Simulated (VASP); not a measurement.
Write the native input for VASP 6.6.1 that does the following.

```yaml
Task: single point
Functional: PBEsol
Potentials_or_basis: VASP PAW PBE potentials, release 64 (Ir)
Cutoff: 520 eV
k_mesh: 12 × 12 × 7
Occupations: fermi-dirac, width 0.1 eV
Spin: no spin polarisation
Dipole_correction: no
Further_INCAR_settings: ALGO = Normal; EDIFF = 1e-06; NBANDS = 16
```

The structure of Ir lies in POSCAR:

```
Ir
1.0
    2.6366033533      0.0000000000      0.0000000000
   -1.3183016766      2.2833607157      0.0000000000
    0.0000000000      0.0000000000      4.2761409828
Ir
2
Direct
    0.6666666667      0.3333333333      0.7500000000
    0.3333333333      0.6666666667      0.2500000000
```

One way to write it, as run:

INCAR

```
PREC = Accurate
ENCUT = 520
EDIFF = 1E-6
ISMEAR = -1
SIGMA = 0.1
LREAL = F
LASPH = T
NELM = 80
ALGO = Normal
ISIF = 2
LWAVE = F
LCHARG = F
GGA = PS
NBANDS = 16
```

KPOINTS

```
Automatic mesh
0
Gamma
  12 12 7
```

Potentials or basis: VASP PAW PBE potentials, release 64 (Ir).

Run with:

```sh
$ cat potpaw_PBE.64/Ir/POTCAR > POTCAR
$ mpirun -np 1 vasp_std > vasp.out
```

Results of the run:

The pressure is 46.5 GPa. The band gap on the k mesh is zero (band 9 reaches 13.30 eV, above the bottom of band 10 at 9.37 eV).

Caveat: the PAW data sets were made with another functional, which shifts forces and pressure a little; spin-orbit coupling is left out, which moves the levels of the heavy elements.

Wall time 32 s on 1 thread of Intel Xeon 8259CL (shared host), peak memory 0.16 GiB.
